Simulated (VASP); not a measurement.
# BaF2 (Fm-3m) in VASP: notebook

BaF2 is run at these levels: PBEsol, HSE06, PBE-based screened hybrid with 100 % exact exchange; tasks: single point.

Everything below comes from runs of VASP 6.6.1. Logs are shortened: lines on timing, memory, paths and dates and some standing lists are left out, and cuts for length are marked.

## Step 1: The cell of the first run

The structure is cubic, space group Fm-3m (No. 225). Conventional cell: a = 6.194 Å, b = 6.194 Å, c = 6.194 Å, α = 90.00°, β = 90.00°, γ = 90.00°. Within 3.5 Å of Ba (site symmetry m-3m) lie 8 F at 2.68 Å. F (site symmetry -43m) has 4 Ba at 2.68 Å and 6 F at 3.10 Å within 3.5 Å.

## Step 2: Single point, PBEsol

Input file INCAR:

```
PREC     = Accurate       # precision mode
ENCUT    = 600            # plane-wave cutoff, eV
EDIFF    = 1E-6           # SCF threshold, eV
ISMEAR   = -1             # smearing method
SIGMA    = 0.001          # smearing width, eV
LREAL    = F              # projectors in reciprocal space
LASPH    = T              # aspherical terms in the spheres
NELM     = 120            # most SCF steps
ALGO     = Normal         # electronic algorithm
ISIF     = 2              # what is computed and relaxed
LWAVE    = F              # write WAVECAR
LCHARG   = F              # write CHGCAR
GGA      = PS             # functional
NBANDS   = 19             # bands
GGA_COMPAT= F
```

Input file KPOINTS:

```
Automatic mesh
0
Gamma
  6 6 6
```

Input file POSCAR:

```
BaF2
1.0
    0.0000000000      3.0971612425      3.0971612425
    3.0971612425      0.0000000000      3.0971612425
    3.0971612425      3.0971612425      0.0000000000
Ba F
1 2
Direct
    0.0000000000      0.0000000000      0.0000000000
    0.2500000000      0.2500000000      0.2500000000
    0.7500000000      0.7500000000      0.7500000000
```

Potentials or basis: VASP PAW PBE potentials, release 64 (Ba_sv, F).

The run is started by

```bash
> cat potpaw_PBE.64/Ba_sv/POTCAR potpaw_PBE.64/F/POTCAR > POTCAR
> mpirun -np 1 vasp_std > vasp.out
```

OUTCAR:

```text
PREC = Accurate
   ENCUT = 600
   EDIFF = 1E-6
   ISMEAR = -1
   LREAL = F
   LASPH = T
   NELM = 120
   ISIF = 2
   GGA = PS

 ion  position               nearest neighbor table
   1  0.000  0.000  0.000-   3 2.68   3 2.68   3 2.68   2 2.68   3 2.68   2 2.68   2 2.68   2 2.68

   2  0.250  0.250  0.250-   1 2.68   1 2.68   1 2.68   1 2.68
   3  0.750  0.750  0.750-   1 2.68   1 2.68   1 2.68   1 2.68

  LATTYP: Found a face centered cubic cell.
 ALAT       =     6.1943224850

  Lattice vectors:

 A1 = (   0.0000000000,   3.0971612425,   3.0971612425)
 A2 = (   3.0971612425,   0.0000000000,   3.0971612425)
 A3 = (   3.0971612425,   3.0971612425,   0.0000000000)

Analysis of symmetry for initial positions (statically):
=====================================================================
 Subroutine PRICEL returns:
 Original cell was already a primitive cell.

 Routine SETGRP: Setting up the symmetry group for a
 face centered cubic supercell.

 Subroutine GETGRP returns: Found 48 space group operations
 (whereof 48 operations were pure point group operations)
 out of a pool of 48 trial point group operations.

The static configuration has the point symmetry O_h .

Analysis of symmetry for dynamics (positions and initial velocities):
=====================================================================
 Subroutine PRICEL returns:
 Original cell was already a primitive cell.

 Routine SETGRP: Setting up the symmetry group for a
 face centered cubic supercell.

 Subroutine GETGRP returns: Found 48 space group operations
 (whereof 48 operations were pure point group operations)
 out of a pool of 48 trial point group operations.

The dynamic configuration has the point symmetry O_h .

 Subroutine INISYM returns: Found 48 space group operations
 (whereof 48 operations are pure point group operations),
 and found     1 'primitive' translations

----------------------------------------------------------------------------------------

                                     Primitive cell

  volume of cell :      59.4185

  direct lattice vectors                    reciprocal lattice vectors
     0.000000000  3.097161242  3.097161242    -0.161438156  0.161438156  0.161438156
     3.097161242  0.000000000  3.097161242     0.161438156 -0.161438156  0.161438156
     3.097161242  3.097161242  0.000000000     0.161438156  0.161438156 -0.161438156

  length of vectors
[... 73 lines left out ...]
   ENCUT  =  600.0 eV  44.10 Ry    6.64 a.u.   8.75  8.75  8.75*2*pi/ulx,y,z
   NELM   =    120;   NELMIN=  2; NELMDL= -5     # of ELM steps
   EDIFF  = 0.1E-05   stopping-criterion for ELM
   LREAL  =      F    real-space projection
   EDIFFG = 0.1E-04   stopping-criterion for IOM
   NSW    =      0    number of steps for IOM
   IBRION =     -1    ionic relax: 0-MD 1-quasi-New 2-CG
   NFREE  =      0    steps in history (QN), initial steepest desc. (CG)
   ISIF   =      2    stress and relaxation
   ISYM   =      2    0-nonsym 1-usesym 2-fastsym
   POTIM  = 0.5000    time-step for ionic-motion
   TEBEG  =    0.0;   TEEND  =   0.0 temperature during run
   PSTRESS=    0.0 pullay stress
   NELECT =      24.0000    total number of electrons
   NUPDOWN=      -1.0000    fix difference up-down
   EMIN   =  10.00;   EMAX   =-10.00  energy-range for DOS
   EFERMI =   0.00;   METHOD = LEGACY
   ISMEAR =    -1;   SIGMA  =   0.00  broadening in eV -4-tet -1-fermi 0-gaus
   EFERMI_NEDOS =   21; number of points for ismear=-14 and -15
   IALGO  =     38    algorithm
   IMIX   =      4    mixing-type and parameters
     AMIX     =   0.40;   BMIX     =  1.00
     AMIX_MAG =   1.60;   BMIX_MAG =  1.00
  volume/ion in A,a.u.               =      19.81       133.66
  Fermi-wavevector in a.u.,A,eV,Ry     =   1.210147  2.286846 19.925127  1.464456
  Thomas-Fermi vector in A             =   2.345703
   LORBIT       =      0    0 simple, 1 ext, 2 COOP (PROOUT), +10 PAW based schemes
   GGA     = PS    functional components
   LHFCALC =     F    Hartree Fock is set to
   AEXX    =    0.0000 exact exchange contribution
   IVDW    =     0    specifies the selected vdW correction
   LEPSILON=     F    determine dielectric tensor
   LRPA    =     F    only Hartree local field effects (RPA)
 non-spin polarized calculation
  energy-cutoff  :      600.00
  volume of cell :       59.42
 maximum number of plane-waves:      2012
   NGX = 17   NGY = 17   NGZ = 17

 number of electron      24.0000001 magnetization

 Free energy of the ion-electron system (eV)
  ---------------------------------------------------
  ext. energy  EPLUGINS =         0.00000000
  ---------------------------------------------------
  free energy    TOTEN  =       -17.64529569 eV

  energy without entropy =      -17.64529569  energy(sigma->0) =      -17.64529569

 E-fermi :  -2.1412     XC(G=0):  -8.9257

 val. band max:       -2.1930718762   @ k =  -0.1667   0.1667   0.0000
 cond. band min:       4.4601574376   @ k =   0.0000   0.0000   0.0000
 fundamental gap:      6.6532293138
 Fermi energy:        -2.1411873567

 k-point     1 :       0.0000    0.0000    0.0000
  band No.  band energies     occupation
      1     -25.2509      2.00000
      2     -20.9911      2.00000
      3     -20.9461      2.00000
      4     -10.0761      2.00000
      5     -10.0761      2.00000
      6     -10.0761      2.00000
[... 329 lines left out ...]
      6     -10.0499      2.00000
[... 11 lines left out ...]
     18      12.1866      0.00000
     19      12.3863      0.00000

------------------------ aborting loop because EDIFF is reached ----------------------------------------

  FORCE on cell =-STRESS in cart. coord.  units (eV):
  Direction    XX          YY          ZZ          XY          YZ          ZX
  --------------------------------------------------------------------------------------
  -------------------------------------------------------------------------------------
  Total       -0.2008972     -0.2008972     -0.2008972      0.0000000     -0.0000000      0.0000000
  in kB       -5.4170514     -5.4170514     -5.4170514      0.0000000     -0.0000000      0.0000000
  external PRESSURE =      -5.4170514 kB  Pullay stress =       0.0000000 kB

 VOLUME and BASIS-vectors are now :
 -----------------------------------------------------------------------------
  energy-cutoff  :      600.00
  volume of cell :       59.42
      direct lattice vectors                 reciprocal lattice vectors
     0.000000000  3.097161242  3.097161242    -0.161438156  0.161438156  0.161438156
     3.097161242  0.000000000  3.097161242     0.161438156 -0.161438156  0.161438156
     3.097161242  3.097161242  0.000000000     0.161438156  0.161438156 -0.161438156

 POSITION                                       TOTAL-FORCE (eV/Angst)
 -----------------------------------------------------------------------------------
      0.00000      0.00000      0.00000         0.000000     -0.000000      0.000000
      1.54858      1.54858      1.54858         0.000000      0.000000     -0.000000
      4.64574      4.64574      4.64574        -0.000000     -0.000000      0.000000
 -----------------------------------------------------------------------------------
    total drift:                                0.000000      0.000000      0.000000

  FREE ENERGIE OF THE ION-ELECTRON SYSTEM (eV)
  ---------------------------------------------------
  free  energy   TOTEN  =       -17.6452956917 eV

  energy  without entropy=      -17.6452956917  energy(sigma->0) =      -17.64529569
```

OSZICAR:

```text
N       E                     dE             d eps       ncg     rms          rms(c)
DAV:   1     0.158061712462E+03    0.15806E+03   -0.14059E+04   608   0.133E+03
DAV:   2    -0.104385163348E+02   -0.16850E+03   -0.16195E+03   754   0.272E+02
DAV:   3    -0.190165602602E+02   -0.85780E+01   -0.85421E+01   773   0.628E+01
DAV:   4    -0.191560175774E+02   -0.13946E+00   -0.13931E+00   737   0.755E+00
DAV:   5    -0.191593120618E+02   -0.32945E-02   -0.32944E-02   701   0.941E-01    0.796E+00
DAV:   6    -0.176588613100E+02    0.15005E+01   -0.63218E+00   626   0.190E+01    0.430E+00
DAV:   7    -0.176306949620E+02    0.28166E-01   -0.22151E-01   670   0.364E+00    0.219E+00
DAV:   8    -0.176354823534E+02   -0.47874E-02   -0.50804E-02   667   0.238E+00    0.274E-01
DAV:   9    -0.176418300517E+02   -0.63477E-02   -0.88023E-03   664   0.632E-01    0.138E-01
DAV:  10    -0.176452566062E+02   -0.34266E-02   -0.42524E-03   623   0.365E-01    0.340E-02
DAV:  11    -0.176452521295E+02    0.44767E-05   -0.54182E-05   712   0.580E-02    0.209E-02
DAV:  12    -0.176452955748E+02   -0.43445E-04   -0.74582E-05   629   0.515E-02    0.510E-03
DAV:  13    -0.176452956917E+02   -0.11694E-06   -0.14196E-06   696   0.773E-03
   1 F= -.17645296E+02 E0= -.17645296E+02  d E =0.000000E+00
```

Wall time 42 s (1 thread of Intel Xeon 8259CL, shared host); peak memory 0.21 GiB.

Results:

```
Free energy            : -17.6453 eV
Pressure               : -0.5 GPa
Band gap on the k mesh : 6.65 eV (least direct gap 6.72 eV)
```

Caveat: the PAW data sets were made with another functional, which shifts forces and pressure a little; spin-orbit coupling is left out, which moves the levels of the heavy elements. A k mesh can miss the band edges.

## Step 3: Single point, PBEsol

Input file INCAR:

```
ALGO = Normal
EDIFF = 1E-6
ENCUT = 600
GGA = PS
GGA_COMPAT = F
ISIF = 2
ISMEAR = 1
LASPH = T
LCHARG = F
LREAL = F
LWAVE = F
NBANDS = 19
NELM = 120
PREC = Accurate
SIGMA = 0.001
```

Input file KPOINTS:

```
k-points
0
Gamma
  6 6 6
```

POSCAR is that of step 2.

Potentials or basis: VASP PAW PBE potentials, release 64 (Ba_sv, F).

The run is started by

```bash
> cat potpaw_PBE.64/Ba_sv/POTCAR potpaw_PBE.64/F/POTCAR > POTCAR
> mpirun -np 1 vasp_std > vasp.out
```

Run time: 40 s. Hardware: 1 thread of Intel Xeon 8259CL, shared host; peak memory 0.21 GiB.

It converged, with:

```yaml
Free_energy: -17.6453 eV
Pressure: -0.5 GPa
Band_gap_on_the_k_mesh: 6.65 eV (least direct gap 6.72 eV)
```

Levels at points of the mesh, in eV from the valence-band top:
```csv
k point,band 10,band 11,band 12,band 13,band 14,band 15
"(0.00, 0.00, 0.00)",-0.07,-0.07,-0.07,6.65,9.13,9.13
"(0.50, 0.00, 0.00)",-0.34,-0.16,-0.16,9.03,9.14,9.14
"(0.50, 0.50, 0.00)",-0.32,-0.32,-0.12,7.19,8.93,10.67
```

Caveat: the PAW data sets were made with another functional, which shifts forces and pressure a little; spin-orbit coupling is left out, which moves the levels of the heavy elements. Expect the measured gap to be larger: semilocal functionals such as PBEsol lack the derivative discontinuity.

## Step 4: Single point, PBEsol

Input file INCAR:

```
SYSTEM = BaF2
PREC     = Accurate       ! precision mode
ENCUT    = 600            ! plane-wave cutoff, eV
EDIFF    = 1E-6           ! SCF threshold, eV
ISMEAR   = 0              ! smearing method
SIGMA    = 0.01           ! smearing width, eV
LREAL    = .FALSE.        ! projectors in reciprocal space
LASPH    = .TRUE.         ! aspherical terms in the spheres
NELM     = 120            ! most SCF steps
ALGO     = Normal         ! electronic algorithm
ISIF     = 2              ! what is computed and relaxed
LWAVE    = .FALSE.        ! write WAVECAR
LCHARG   = .FALSE.        ! write CHGCAR
GGA      = PS             ! functional
ISYM     = 0            
NBANDS   = 19             ! bands
GGA_COMPAT= .FALSE.
```

Input file KPOINTS:

```
Automatic mesh
0
Gamma
  6 6 6
  0 0 0.5
```

POSCAR is that of step 3.

The run is started by

```bash
> cat potpaw_PBE.64/Ba_sv/POTCAR potpaw_PBE.64/F/POTCAR > POTCAR
> mpirun -np 1 vasp_std > vasp.out
```

It took 15 min on 1 thread of Intel Xeon 8259CL, shared host; peak memory 0.64 GiB.

It converged, with:

* Free energy: -17.6452 eV
* Pressure: -0.5 GPa
* Band gap on the k mesh: 6.81 eV (least direct gap 6.90 eV)

Levels at points of the mesh, in eV from the valence-band top:
| k point | band 10 | band 11 | band 12 | band 13 | band 14 | band 15 |
| --- | --- | --- | --- | --- | --- | --- |
| (0.00, 0.00, 0.08) | -0.13 | -0.08 | -0.08 | 6.81 | 9.12 | 9.12 |

Caveat: the PAW data sets were made with another functional, which shifts forces and pressure a little; spin-orbit coupling is left out, which moves the levels of the heavy elements; a shifted mesh leaves out Γ, where band edges can lie.

## Step 5: Single point, HSE06

POSCAR is that of step 4.

Input file INCAR.step1:

```
  PREC = Accurate
  ENCUT = 520
  EDIFF = 1E-5
  ISMEAR = 0
  SIGMA = 0.01
  LREAL = False
  LASPH = True
  NELM = 120
  ALGO = Normal
  ISIF = 2
  LWAVE = True
  LCHARG = False
  GGA = PE
  NBANDS = 19
  GGA_COMPAT = False
```

Input file INCAR.step2:

```
  PREC = Accurate
  ENCUT = 520
  EDIFF = 1E-6
  ISMEAR = 0
  SIGMA = 0.01
  LREAL = False
  LASPH = True
  NELM = 120
  ALGO = Normal
  ISIF = 2
  LWAVE = False
  LCHARG = False
  GGA = PE
  LHFCALC = True
  HFSCREEN = 0.2079
  PRECFOCK = Normal
  ISTART = 1
  NBANDS = 19
  GGA_COMPAT = False
```

Input file KPOINTS:

```
Automatic mesh
0
Gamma
  4 4 4
```

The run is started by

```bash
> cat potpaw_PBE.64/Ba_sv/POTCAR potpaw_PBE.64/F/POTCAR > POTCAR
> cp INCAR.step1 INCAR
> mpirun -np 1 vasp_std > vasp.out
> cp INCAR.step2 INCAR
> mpirun -np 1 vasp_std > vasp.out
```

Wall time 39 min (1 thread of Intel Xeon 8259CL, shared host); peak memory 0.32 GiB.

It converged, with:

| Quantity | Value |
| --- | --- |
| Free energy | -20.3746 eV |
| Pressure | 1.4 GPa |
| Band gap on the k mesh | 8.70 eV (least direct gap 8.79 eV) |

Levels at points of the mesh, in eV from the valence-band top:
```
           k point  band 9  band 10  band 11  band 12  band 13  band 14  band 15  band 16
(0.00, 0.00, 0.00)   -1.58    -0.09    -0.09    -0.09     8.70    11.30    11.30    13.68
(0.50, 0.00, 0.00)   -0.72    -0.36    -0.17    -0.17    11.24    11.28    11.28    11.69
(0.50, 0.50, 0.00)   -0.40    -0.30    -0.30    -0.17     9.17    11.14    12.88    14.24
```

Caveat: the k points lie up to 0.44 Å⁻¹ apart; the PAW data sets were made with another functional, which shifts forces and pressure a little; spin-orbit coupling is left out, which moves the levels of the heavy elements. A k mesh can miss the band edges.

## Step 6: Single point, PBE-based screened hybrid with 100 % exact exchange

POSCAR is that of step 5.

Input file INCAR.step1:

```
SYSTEM = BaF2
PREC = Accurate
ENCUT = 520
EDIFF = 1E-5
ISMEAR = 0
SIGMA = 0.01
LREAL = .False.
LASPH = .True.
NELM = 120
ALGO = Normal
ISIF = 2
LWAVE = .True.
GGA = PE
NBANDS = 19
GGA_COMPAT = .False.
```

Input file INCAR.step2:

```
SYSTEM = BaF2
PREC = Accurate
ENCUT = 520
EDIFF = 1E-6
ISMEAR = 0
SIGMA = 0.01
LREAL = .False.
LASPH = .True.
NELM = 120
ALGO = Normal
ISIF = 2
LWAVE = .False.
LCHARG = .True.
GGA = PE
LHFCALC = .True.
AEXX = 1.0
HFSCREEN = 0.2078
PRECFOCK = Normal
LELF = .True.
LVHAR = .True.
ISTART = 1
NBANDS = 19
ALDAC = 1.0
AGGAC = 1.0
GGA_COMPAT = .False.
```

Input file KPOINTS:

```
Automatic mesh
0
Gamma
  4 4 4
  0 0 0
```

Potentials or basis: VASP PAW PBE potentials, release 64 (Ba_sv, F).

The run is started by

```bash
> cat potpaw_PBE.64/Ba_sv/POTCAR potpaw_PBE.64/F/POTCAR > POTCAR
> cp INCAR.step1 INCAR
> mpirun -np 1 vasp_std > vasp.out
> cp INCAR.step2 INCAR
> mpirun -np 1 vasp_std > vasp.out
```

It took 46 min on 1 thread of Intel Xeon 8259CL, shared host; peak memory 0.33 GiB.

The run converged. Its results:

| Item | Value |
| --- | --- |
| Free energy | -30.9535 eV |
| Pressure | -1.9 GPa |
| Band gap on the k mesh | 14.89 eV (least direct gap 15.04 eV) |

Levels at points of the mesh, in eV from the valence-band top:
```tsv
k point	band 10	band 11	band 12	band 13	band 14	band 15
(0.00, 0.00, 0.00)	-0.15	-0.15	-0.15	14.89	17.98	17.98
(0.50, 0.00, 0.00)	-0.35	-0.14	-0.14	17.73	17.89	17.89
(0.50, 0.50, 0.00)	-0.36	-0.17	-0.17	15.27	17.89	19.80
```

Caveat: the k points lie up to 0.44 Å⁻¹ apart; the PAW data sets were made with another functional, which shifts forces and pressure a little; spin-orbit coupling is left out, which moves the levels of the heavy elements.

## Step 7: Summary

| level | k mesh | cutoff (eV) | smearing | grid for exact exchange (PRECFOCK) | share of exact exchange | screening parameter | gap on the mesh (eV) | pressure (GPa) |
| --- | --- | --- | --- | --- | --- | --- | --- | --- |
| PBEsol | 6 × 6 × 6 | 600 | fermi-dirac 0.001 eV | - | - | - | 6.65 | -0.5 |
| PBEsol | 6 × 6 × 6 | 600 | methfessel-paxton 0.001 eV | - | - | - | 6.65 | -0.5 |
| PBEsol | 6 × 6 × 6, shifted | 600 | gaussian 0.01 eV | - | - | - | 6.81 | -0.5 |
| HSE06 | 4 × 4 × 4 | 520 | gaussian 0.01 eV | Normal | 0.25 | 0.2079 1/Å | 8.70 | 1.4 |
| PBE-based screened hybrid with 100 % exact exchange | 4 × 4 × 4 | 520 | gaussian 0.01 eV | Normal | 1 | 0.2078 1/Å | 14.89 | -1.9 |

Alike in all rows: task single point; potentials or basis VASP PAW PBE potentials, release 64 (Ba_sv, F); no spin polarisation; cell as given.

Caveats: some runs use coarse meshes; the PAW data sets were made with another functional, which shifts forces and pressure a little; spin-orbit coupling is left out, which moves the levels of the heavy elements; a shifted mesh leaves out Γ, where band edges can lie (at least some runs).

Total energies depend on the potentials used, so only differences within one code and one set of settings carry meaning.
